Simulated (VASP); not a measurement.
Set up this calculation in VASP 6.6.1, as the native input.

```
Task                   : single point
Functional             : PBEsol
Potentials or basis    : VASP PAW PBE potentials, release 64 (Zr_sv, O)
Cutoff                 : 600 eV
k mesh                 : 8 × 8 × 8
Occupations            : gaussian, width 0.02 eV
Spin                   : no spin polarisation
Dipole correction      : no
Further INCAR settings : ALGO = Normal; EDIFF = 1e-06; NBANDS = 19
```

The structure of ZrO2 lies in POSCAR:

```
ZrO2
1.0
    0.0000000000      2.5321252723      2.5321252723
    2.5321252723      0.0000000000      2.5321252723
    2.5321252723      2.5321252723      0.0000000000
Zr O
1 2
Direct
    0.0000000000      0.0000000000      0.0000000000
    0.2500000000      0.2500000000      0.2500000000
    0.7500000000      0.7500000000      0.7500000000
```

These files were run (other wordings do the same):

INCAR

```
ALGO = Normal ; EDIFF = 1E-6
ENCUT = 600 ; GGA = PS
GGA_COMPAT = False ; ISIF = 2
ISMEAR = 0 ; LASPH = True
LCHARG = False ; LREAL = False
LWAVE = False ; NBANDS = 19
NELM = 120 ; PREC = Accurate
SIGMA = 0.02
```

KPOINTS

```
k-points
0
Gamma
  8 8 8
```

Potentials or basis: VASP PAW PBE potentials, release 64 (Zr_sv, O).

Command:

```bash
$ cat potpaw_PBE.64/Zr_sv/POTCAR potpaw_PBE.64/O/POTCAR > POTCAR
$ mpirun -np 1 vasp_std > vasp.out
```

It gave:

```yaml
Pressure: 0.2 GPa
Band_gap_on_the_k_mesh: 3.32 eV (least direct gap 3.76 eV)
```

Caveat: the PAW data sets were made with another functional, which shifts forces and pressure a little.

It took 43 s on 1 thread of Intel Xeon 8259CL, on a shared host, peak memory 0.18 GiB.
